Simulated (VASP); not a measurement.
Here is a VASP 6.6.1 calculation.

INCAR

```
  ALGO = Fast
  EDIFF = 1E-6
  ENCUT = 520
  GGA = PE
  ISIF = 2
  ISMEAR = 0
  LASPH = T
  LCHARG = T
  LELF = T
  LREAL = F
  LVHAR = T
  LWAVE = F
  NBANDS = 42
  NELM = 60
  PREC = Accurate
  SIGMA = 0.1
```

KPOINTS

```
k-points
0
Gamma
  6 6 6
```

The input POSCAR:

```
Au
1.0
    5.0043372497      2.8892554582      1.3092621468
   -5.0043372497      2.8892554582      1.3092621468
    0.0000000000     -5.7785109164      1.3092621468
Au
6
Direct
    0.5845000000      0.3510000000      0.2465000000
    0.2465000000      0.5845000000      0.3510000000
    0.3510000000      0.2465000000      0.5845000000
    0.4155000000      0.6490000000      0.7535000000
    0.7535000000      0.4155000000      0.6490000000
    0.6490000000      0.7535000000      0.4155000000
```

Potentials or basis: VASP PAW PBE potentials, release 64 (Au).

Command:

```bash
$ cat potpaw_PBE.64/Au/POTCAR > POTCAR
$ mpirun -np 1 vasp_std > vasp.out
```

(1) What does it give for the pressure?

(2) Predict the largest force.

(3) Estimate the band gap on the k mesh.

## Answers

(1) 160.7 GPa.

(2) 37.884 eV/Å.

(3) zero (band 33 reaches 8.81 eV, above the bottom of band 34 at 8.29 eV).

Caveat: spin-orbit coupling is left out, which moves the levels of the heavy elements; forces of over 1 eV/Å act on the atoms, so gaps and moduli don't describe the material at rest.
